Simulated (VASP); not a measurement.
# Zn7Se8 (a cell with a defect) in VASP: further runs

The runs below take Zn7Se8 (a cell with a defect) through single point, with PBE.

Everything below comes from runs of VASP 6.6.1. Logs are shortened: lines on timing, memory, paths and dates and some standing lists are left out, and cuts for length are marked.

## (1) The cell of the first run

The cell holds a defect, 15 atoms: a = 8.106 Å, b = 8.106 Å, c = 8.106 Å, α = 60.00°, β = 60.00°, γ = 60.00°.

## (2) Single point, PBE

The input, INCAR:

```
SYSTEM = Zn7Se8
PREC     = Accurate       ! precision mode
ENCUT    = 520            ! plane-wave cutoff, eV
EDIFF    = 1E-6           ! SCF threshold, eV
ISMEAR   = 0              ! smearing method
SIGMA    = 0.02           ! smearing width, eV
LREAL    = Auto         
LASPH    = .TRUE.         ! aspherical terms in the spheres
NELM     = 60             ! most SCF steps
ALGO     = Normal         ! electronic algorithm
ISIF     = 2              ! what is computed and relaxed
LWAVE    = .FALSE.        ! write WAVECAR
LCHARG   = .FALSE.        ! write CHGCAR
GGA      = PE             ! functional
NELECT   = 134.0        
NBANDS   = 79             ! bands
```

The input, KPOINTS:

```
regular mesh
0
G
  2 2 2
  0 0 0
```

The input, POSCAR:

```
Zn7Se8
1.0
    0.0000000000      5.7317611763     -5.7317611763
    5.7317611763      5.7317611763      0.0000000000
    5.7317611763      0.0000000000     -5.7317611763
Zn Se
7 8
Direct
    0.4861447939      0.5138552061     -0.0138552061
    1.0138552061      0.5138552061     -0.0138552061
    1.0138552061     -0.0138552061     -0.0138552061
    0.4861447939      0.5138552061      0.5138552061
    0.4861447939     -0.0138552061      0.5138552061
    1.0000000000      0.5000000000      0.5000000000
    1.0138552061     -0.0138552061      0.5138552061
    0.3775404094      0.3741531969      0.3741531969
    0.3811360507      0.8811360507      0.3565918479
    0.8741531969      0.3741531969      0.3741531969
    0.8741531969      0.8775404094      0.3741531969
    0.3811360507      0.3565918479      0.8811360507
    0.3811360507      0.8811360507      0.8811360507
    0.8741531969      0.3741531969      0.8775404094
    0.8565918479      0.8811360507      0.8811360507
```

Potentials or basis: VASP PAW PBE potentials, release 64 (Zn, Se).

The run is started by

```
$ cat potpaw_PBE.64/Zn/POTCAR potpaw_PBE.64/Se/POTCAR > POTCAR
$ mpirun -np 1 vasp_std > vasp.out
```

OUTCAR:

```text
SYSTEM = Zn7Se8
   PREC = Accurate
   ENCUT = 520
   EDIFF = 1E-6
   ISMEAR = 0
   LREAL = Auto
   LASPH = .TRUE.
   NELM = 60
   ISIF = 2
   GGA = PE
   NELECT = 134.0

 ion  position               nearest neighbor table
   1  0.486  0.514  0.986-  12 2.44  13 2.44   8 2.57  14 2.57
   2  0.014  0.514  0.986-  12 2.44  15 2.44  14 2.57  10 2.57
   3  0.014  0.986  0.986-  13 2.44  15 2.44  14 2.57  11 2.57
   4  0.486  0.514  0.514-   9 2.44  12 2.44   8 2.57  10 2.57
   5  0.486  0.986  0.514-   9 2.44  13 2.44  11 2.57   8 2.57
   6  0.000  0.500  0.500-  10 2.50   8 2.50  11 2.50  14 2.50
   7  0.014  0.986  0.514-   9 2.44  15 2.44  11 2.57  10 2.57
   8  0.378  0.374  0.374-   6 2.50   4 2.57   5 2.57   1 2.57
   9  0.381  0.881  0.357-   4 2.44   5 2.44   7 2.44
  10  0.874  0.374  0.374-   6 2.50   4 2.57   2 2.57   7 2.57
  11  0.874  0.878  0.374-   6 2.50   7 2.57   3 2.57   5 2.57
  12  0.381  0.357  0.881-   1 2.44   2 2.44   4 2.44
  13  0.381  0.881  0.881-   1 2.44   3 2.44   5 2.44
  14  0.874  0.374  0.878-   6 2.50   2 2.57   3 2.57   1 2.57
  15  0.857  0.881  0.881-   2 2.44   3 2.44   7 2.44

  LATTYP: Found a face centered cubic cell.
 ALAT       =    11.4635223526

  Lattice vectors:

 A1 = (   0.0000000000,   5.7317611763,  -5.7317611763)
 A2 = (   5.7317611763,   5.7317611763,   0.0000000000)
 A3 = (   5.7317611763,   0.0000000000,  -5.7317611763)

Analysis of symmetry for initial positions (statically):
=====================================================================
 Subroutine PRICEL returns:
 Original cell was already a primitive cell.

 Routine SETGRP: Setting up the symmetry group for a
 face centered cubic supercell.

 Subroutine GETGRP returns: Found 24 space group operations
 (whereof  4 operations were pure point group operations)
 out of a pool of 48 trial point group operations.

The static configuration has the point symmetry C_2v.
 The point group associated with its full space group is T_d .

Analysis of symmetry for dynamics (positions and initial velocities):
=====================================================================
 Subroutine PRICEL returns:
 Original cell was already a primitive cell.

 Routine SETGRP: Setting up the symmetry group for a
[... 122 lines left out ...]
   NELECT =     134.0000    total number of electrons
   NUPDOWN=      -1.0000    fix difference up-down
   EMIN   =  10.00;   EMAX   =-10.00  energy-range for DOS
   EFERMI =   0.00;   METHOD = LEGACY
   ISMEAR =     0;   SIGMA  =   0.02  broadening in eV -4-tet -1-fermi 0-gaus
   EFERMI_NEDOS =   21; number of points for ismear=-14 and -15
   IALGO  =     38    algorithm
   IMIX   =      4    mixing-type and parameters
     AMIX     =   0.40;   BMIX     =  1.00
     AMIX_MAG =   1.60;   BMIX_MAG =  1.00
  volume/ion in A,a.u.               =      25.11       169.43
  Fermi-wavevector in a.u.,A,eV,Ry     =   1.160054  2.192185 18.309716  1.345726
  Thomas-Fermi vector in A             =   2.296641
   LORBIT       =      0    0 simple, 1 ext, 2 COOP (PROOUT), +10 PAW based schemes
   GGA     = PE    functional components
   LHFCALC =     F    Hartree Fock is set to
   AEXX    =    0.0000 exact exchange contribution
   IVDW    =     0    specifies the selected vdW correction
   LEPSILON=     F    determine dielectric tensor
   LRPA    =     F    only Hartree local field effects (RPA)
 non-spin polarized calculation
 Gauss-broadening in eV      SIGMA  =   0.02
  energy-cutoff  :      520.00
  volume of cell :      376.61
 maximum number of plane-waves:     10190
   NGX = 31   NGY = 31   NGZ = 31

 number of electron     133.9999961 magnetization

 Free energy of the ion-electron system (eV)
  ---------------------------------------------------
  ext. energy  EPLUGINS =         0.00000000
  ---------------------------------------------------
  free energy    TOTEN  =       -41.59173967 eV

  energy without entropy =      -41.59173967  energy(sigma->0) =      -41.59173967

 E-fermi :   1.3427     XC(G=0):  -9.0213

 val. band max:        1.2510561180   @ k =   0.0000   0.0000   0.0000
 cond. band min:       2.3678243502   @ k =   0.0000   0.0000   0.0000
 fundamental gap:      1.1167682322
 Fermi energy:         1.3427432408

 k-point     1 :       0.0000    0.0000    0.0000
  band No.  band energies     occupation
      1     -11.8170      2.00000
      2     -11.1309      2.00000
      3     -11.1309      2.00000
      4     -11.1309      2.00000
      5     -10.9554      2.00000
      6     -10.7023      2.00000
[... 235 lines left out ...]
     78       6.3380      0.00000
     79       7.0118      0.00000

------------------------ aborting loop because EDIFF is reached ----------------------------------------

  FORCE on cell =-STRESS in cart. coord.  units (eV):
  Direction    XX          YY          ZZ          XY          YZ          ZX
  --------------------------------------------------------------------------------------
  -------------------------------------------------------------------------------------
  Total       11.7237654     11.7237654     11.7237654      0.0000000      0.0000000     -0.0000000
  in kB       49.8750616     49.8750616     49.8750616      0.0000000      0.0000000     -0.0000000
  external PRESSURE =      49.8750616 kB  Pullay stress =       0.0000000 kB

 VOLUME and BASIS-vectors are now :
 -----------------------------------------------------------------------------
  energy-cutoff  :      520.00
  volume of cell :      376.61
      direct lattice vectors                 reciprocal lattice vectors
     0.000000000  5.731761176 -5.731761176    -0.087233223  0.087233223 -0.087233223
     5.731761176  5.731761176  0.000000000     0.087233223  0.087233223  0.087233223
     5.731761176  0.000000000 -5.731761176     0.087233223 -0.087233223 -0.087233223

 POSITION                                       TOTAL-FORCE (eV/Angst)
 -----------------------------------------------------------------------------------
      8.59764      5.73176     -8.43881         0.000000      0.000000     -0.004999
      8.59764      3.02471     -5.73176         0.000000     -0.004999     -0.000000
     11.30469      5.73176     -5.73176         0.004999      0.000000     -0.000000
      5.89059      5.73176     -5.73176        -0.004999      0.000000     -0.000000
      8.59764      8.43881     -5.73176         0.000000      0.004999     -0.000000
      5.73176      2.86588     -2.86588         0.000000      0.000000     -0.000000
      8.59764      5.73176     -3.02471         0.000000      0.000000      0.004999
      4.28911      4.30853     -4.30853         0.004231     -0.004231      0.004231
      7.09436      7.23504     -4.22848        -0.017978      0.017978      0.017978
      4.28911      7.15499     -7.15499         0.004231      0.004231     -0.004231
      7.17441     10.04029     -7.15499        -0.004231     -0.004231     -0.004231
      7.09436      4.22848     -7.23504        -0.017978     -0.017978     -0.017978
     10.10092      7.23504     -7.23504         0.017978      0.017978     -0.017978
      7.17441      7.15499    -10.04029        -0.004231      0.004231      0.004231
     10.10092      9.96024     -9.96024         0.017978     -0.017978      0.017978
 -----------------------------------------------------------------------------------
    total drift:                                0.000002      0.000001     -0.000002

  FREE ENERGIE OF THE ION-ELECTRON SYSTEM (eV)
  ---------------------------------------------------
  free  energy   TOTEN  =       -41.5917396744 eV

  energy  without entropy=      -41.5917396744  energy(sigma->0) =      -41.59173967
```

It took 2.5 min on 1 thread of Intel Xeon Platinum 8488C (Sapphire Rapids), shared host; peak memory 0.49 GiB.

Results:

- Free energy: -41.5917 eV
- Largest force: 0.031 eV/Å

Forces on the atoms (eV/Å):
```
Zn   0.000  0.000 -0.005
Zn   0.000 -0.005  0.000
Zn   0.005  0.000  0.000
Zn  -0.005  0.000  0.000
Zn   0.000  0.005  0.000
Zn   0.000  0.000  0.000
Zn   0.000  0.000  0.005
Se   0.004 -0.004  0.004
Se  -0.018  0.018  0.018
Se   0.004  0.004 -0.004
Se  -0.004 -0.004 -0.004
Se  -0.018 -0.018 -0.018
Se   0.018  0.018 -0.018
Se  -0.004  0.004  0.004
Se   0.018 -0.018  0.018
```

Levels at points of the mesh, in eV from the Fermi level:
```
           k point  band 63  band 64  band 65  band 66  band 67  band 68  band 69  band 70  band 71  band 72
(0.00, 0.00, 0.00)    -0.78    -0.78    -0.09    -0.09    -0.09     1.03     2.13     2.13     2.13     2.56
(0.50, 0.00, 0.00)    -1.32    -0.72    -0.72    -0.33    -0.33     2.36     2.53     3.27     3.27     3.43
(0.50, 0.50, 0.00)    -1.36    -1.14    -0.96    -0.59    -0.59     3.50     3.50     3.63     3.70     3.70
```

Caveat: the k points lie up to 0.47 Å⁻¹ apart; the cell carries a net charge on a neutralising background, which shifts energy and pressure; the cell is charged against a uniform background, so pressure and absolute levels hang on convention.

## (3) Single point, PBE

The input, INCAR:

```
SYSTEM = Zn7Se8
  PREC = Accurate
  ENCUT = 520
  EDIFF = 1E-6
  ISMEAR = 0
  SIGMA = 0.02
  LREAL = Auto
  LASPH = .TRUE.
  NELM = 60
  ALGO = Normal
  ISIF = 2
  LWAVE = .FALSE.
  LCHARG = .FALSE.
  GGA = PE
  NBANDS = 79
  NELECT = 134.0
```

KPOINTS is that of step 2.

The input, POSCAR:

```
Zn7Se8
1.0
    0.0000000000      5.7317611763     -5.7317611763
    5.7317611763      5.7317611763      0.0000000000
    5.7317611763      0.0000000000     -5.7317611763
Zn Se
7 8
Direct
    0.4861447346      0.0138552654     -0.0138552654
    1.0138552654      0.4861447346     -0.0138552654
    1.0138552654      0.0138552654     -0.0138552654
    0.4861447346      0.4861447346      0.5138552654
    0.4861447346      0.0138552654      0.5138552654
    1.0138552654      0.4861447346      0.5138552654
    1.0000000000      0.0000000000      0.5000000000
    0.3811360547      0.3811360547      0.3565918358
    0.3775404192      0.8741531936      0.3741531936
    0.8741531936      0.3775404192      0.3741531936
    0.8741531936      0.8741531936      0.3741531936
    0.3811360547      0.3811360547      0.8811360547
    0.3811360547      0.8565918358      0.8811360547
    0.8565918358      0.3811360547      0.8811360547
    0.8741531936      0.8741531936      0.8775404192
```

Potentials or basis: VASP PAW PBE potentials, release 64 (Zn, Se).

The run is started by

```
$ cat potpaw_PBE.64/Zn/POTCAR potpaw_PBE.64/Se/POTCAR > POTCAR
$ mpirun -np 1 vasp_std > vasp.out
```

Run time: 2.5 min. Hardware: 1 thread of Intel Xeon Platinum 8488C (Sapphire Rapids), shared host; peak memory 0.48 GiB.

The run converged. Its results:

```
Free energy   : -41.5917 eV
Largest force : 0.031 eV/Å
```

Forces in eV/Å, atoms in the order of the input:
```
Zn   0.000  0.000 -0.005
Zn   0.005  0.000  0.000
Zn   0.000 -0.005  0.000
Zn   0.000  0.005  0.000
Zn  -0.005  0.000  0.000
Zn   0.000  0.000  0.005
Zn   0.000  0.000  0.000
Se  -0.018  0.018  0.018
Se   0.004 -0.004  0.004
Se  -0.004 -0.004 -0.004
Se   0.004  0.004 -0.004
Se   0.018  0.018 -0.018
Se  -0.018 -0.018 -0.018
Se   0.018 -0.018  0.018
Se  -0.004  0.004  0.004
```

Levels at points of the mesh, in eV from the Fermi level:
| k point | band 63 | band 64 | band 65 | band 66 | band 67 | band 68 | band 69 | band 70 | band 71 | band 72 |
| --- | --- | --- | --- | --- | --- | --- | --- | --- | --- | --- |
| (0.00, 0.00, 0.00) | -0.78 | -0.78 | -0.09 | -0.09 | -0.09 | 1.03 | 2.13 | 2.13 | 2.13 | 2.56 |
| (0.50, 0.00, 0.00) | -1.32 | -0.72 | -0.72 | -0.33 | -0.33 | 2.36 | 2.53 | 3.27 | 3.27 | 3.43 |
| (0.50, 0.50, 0.00) | -1.36 | -1.14 | -0.96 | -0.59 | -0.59 | 3.50 | 3.50 | 3.63 | 3.70 | 3.70 |

Caveat: the k points lie up to 0.47 Å⁻¹ apart; the cell carries a net charge on a neutralising background, which shifts energy and pressure; the cell is charged against a uniform background, so pressure and absolute levels hang on convention.

(Part 1 of 3 ends here.)
